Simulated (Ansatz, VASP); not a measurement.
## TiO2: VASP beside Ansatz

```
Ti O
1.0
     5.21271    0.00000    0.00000
     0.00000    9.30587    0.00000
     0.00000    0.00000    5.51868
Ti O
8 16
Direct
  0.13684 0.12909 0.90955
  0.63684 0.37091 0.09045
  0.86316 0.62909 0.59045
  0.36316 0.87091 0.40955
  0.86316 0.87091 0.09045
  0.36316 0.62909 0.90955
  0.13684 0.37091 0.40955
  0.63684 0.12909 0.59045
  0.46354 0.22921 0.89342
  0.96354 0.27079 0.10658
  0.53646 0.72921 0.60658
  0.03646 0.77079 0.39342
  0.53646 0.77079 0.10658
  0.03646 0.72921 0.89342
  0.46354 0.27079 0.39342
  0.96354 0.22921 0.60658
  0.81893 0.01048 0.85193
  0.31893 0.48952 0.14807
  0.18107 0.51048 0.64807
  0.68107 0.98952 0.35193
  0.18107 0.98952 0.14807
  0.68107 0.51048 0.85193
  0.81893 0.48952 0.35193
  0.31893 0.01048 0.64807
```

Change from the starting cell: volume scaled by 1.04, ions relaxed.

Alike in both runs: functional PBE; k mesh 5 × 3 × 5; occupations fermi-dirac, width 0.02 eV; no spin polarisation.

Ansatz relaxed the structure, and its values are those at the end. VASP's run is a single point on that final structure, the one shown.

|  | VASP | Ansatz |
| --- | --- | --- |
| version | VASP 6.6.1 | Ansatz 0.2.0 |
| potentials or method | VASP PAW PBE potentials, release 64 (Ti_sv, O) | plane-wave PAW, scalar-relativistic |
| plane-wave cutoff (eV) | 520 | 420 |
| valence electrons in the cell | 192 | 192 |

|  | VASP | Ansatz | Ansatz less VASP |
| --- | --- | --- | --- |
| gap on the k mesh at the Fermi level (eV) | 2.39 | 2.41 | +0.021 |
| pressure (GPa) | -2.3 | -2.9 | -0.66 |
| rms of the force components (eV/Å) | 0.022 | 0.002 | -0.0200 |

With one functional, cell and mesh, what is left measures potentials, basis and numerics. Ansatz's warnings: stress scf threshold loose.
